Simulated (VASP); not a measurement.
Set up this calculation in VASP 6.6.1, as the native input.

```yaml
Task: single point
Functional: r2SCAN
Potentials_or_basis: VASP PAW PBE potentials, release 64 (K_sv, F)
Cutoff: 520 eV
k_mesh: 8 × 8 × 8
Occupations: gaussian, width 0.01 eV
Spin: no spin polarisation
Dipole_correction: no
Further_INCAR_settings: ALGO = Normal; EDIFF = 1e-06; NBANDS = 15
```

KF (Carobbiite):

```
K F
1.0
     2.63221    2.63221    0.00000
    -2.63221    2.63221    0.00000
     0.00000    2.63221    2.67073
K F
1 1
Direct
  0.00000 0.00000 0.00000
  0.50000 0.50000 0.00000
```

This cell differs from its parent crystal: in-plane strain -0.01, then relaxed in part.

These files were run (other wordings do the same):

POSCAR

```
KF
1.0
    2.6322071914      2.6322071914      0.0000000000
   -2.6322071914      2.6322071914      0.0000000000
    0.0000000000      2.6322071914      2.6707280395
K F
1 1
Direct
    0.0000000000      0.0000000000      0.0000000000
    0.5000000000      0.5000000000      0.0000000000
```

INCAR.step1

```
SYSTEM = KF
PREC = Accurate ; ENCUT = 520
ISMEAR = 0 ; SIGMA = 0.01
LREAL = .False. ; LASPH = .True.
NELM = 60 ; NBANDS = 15
GGA = PE ; ALGO = Normal
EDIFF = 1E-4 ; LWAVE = .True.
LCHARG = .False.
```

INCAR.step2

```
SYSTEM = KF
PREC = Accurate ; ENCUT = 520
EDIFF = 1E-6 ; ISMEAR = 0
SIGMA = 0.01 ; LREAL = .False.
LASPH = .True. ; NELM = 60
ALGO = Normal ; ISIF = 2
LWAVE = .False. ; LCHARG = .True.
METAGGA = R2SCAN ; LMIXTAU = .True.
LELF = .True. ; LVHAR = .True.
NBANDS = 15 ; ISTART = 1
```

KPOINTS

```
Automatic mesh
0
Gamma
  8 8 8
  0 0 0
```

Potentials or basis: VASP PAW PBE potentials, release 64 (K_sv, F).

Launch:

```sh
$ cat potpaw_PBE.64/K_sv/POTCAR potpaw_PBE.64/F/POTCAR > POTCAR
$ cp INCAR.step1 INCAR
$ mpirun -np 1 vasp_std > vasp.out
$ cp INCAR.step2 INCAR
$ mpirun -np 1 vasp_std > vasp.out
```

It gave:

The pressure is 0.6 GPa. The band gap on the k mesh is 6.98 eV, direct.

Caveat: the cell differs from its parent crystal (in-plane strain -0.01, then relaxed in part); the PAW data sets were made with another functional, which shifts forces and pressure a little.

Run time: 3.3 min on 1 thread of Intel Xeon 8259CL, on a shared host, peak memory 0.18 GiB.
